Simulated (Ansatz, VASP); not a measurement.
# CdS: VASP beside Ansatz

```
CELL_PARAMETERS angstrom
7.20800 0.00000 0.00000
0.00000 7.20800 0.00000
0.00000 0.00000 4.21201
ATOMIC_POSITIONS crystal
Cd 0.67868 0.67868 0.00000
Cd 0.17868 0.82132 0.50000
Cd 0.82132 0.17868 0.50000
Cd 0.32132 0.32132 0.00000
S 0.81750 0.81750 0.50000
S 0.18250 0.18250 0.50000
S 0.68250 0.31750 0.00000
S 0.31750 0.68250 0.00000
```

Alike in both runs: functional PBE; k mesh 4 × 4 × 6; occupations gaussian, width 0.02 eV; no spin polarisation.

Ansatz relaxed the structure, and its values are those at the end. VASP's run is a single point on that final structure, the one shown.

|  | VASP | Ansatz |
| --- | --- | --- |
| version | VASP 6.6.1 | Ansatz 0.2.0 |
| potentials or method | VASP PAW PBE potentials, release 64 (Cd, S), cutoff 520 eV | scalar-relativistic, plane waves, PAW |
| valence electrons in the cell | 72 | 104 |

```csv
,VASP,Ansatz,Ansatz less VASP
gap on the k mesh at the Fermi level (eV),1.21,1.20,-0.002
least direct gap on the mesh (eV),1.21,1.20,-0.002
pressure (GPa),0.3,0.0,-0.29
```

VASP's potentials hold 72 valence electrons a cell and Ansatz's 104, so a difference there can come from the potentials and not from the codes.
